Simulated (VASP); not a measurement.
Input of a VASP 6.6.1 run:

File INCAR:

```
SYSTEM = Bi3H2
  ALGO = Normal
  EDIFF = 1E-7
  ENCUT = 520
  GGA = PE
  ISIF = 2
  ISMEAR = 0
  LASPH = .True.
  LCHARG = .False.
  LREAL = .False.
  LWAVE = .False.
  NBANDS = 32
  NELM = 60
  PREC = Accurate
  SIGMA = 0.1
```

File KPOINTS:

```
k-points
0
Gamma
  10 10 4
  0 0 0
```

File POSCAR:

```
Bi3H2
1.0
    3.8182105777      0.0000000000      0.0000000000
    0.0000000000      3.8182105777      0.0000000000
    0.0000000000      0.0000000000      9.7605713846
Bi H
3 2
Direct
    0.5000000000      0.5000000000      0.8361660265
    0.5000000000      0.5000000000      0.1638339735
    0.5000000000      0.5000000000      0.5000000000
    0.0000000000      0.5000000000      0.5000000000
    0.5000000000      0.0000000000      0.5000000000
```

Potentials or basis: VASP PAW PBE potentials, release 64 (Bi_d, H).

Run with:

```bash
$ cat potpaw_PBE.64/Bi_d/POTCAR potpaw_PBE.64/H/POTCAR > POTCAR
$ mpirun -np 1 vasp_std > vasp.out
```

Estimate the pressure.

-0.1 GPa.

Estimate the band gap on the k mesh.

zero (an odd number of electrons rules out a gap without spin polarisation).

Caveat: spin-orbit coupling is left out, which moves the levels of the heavy elements.
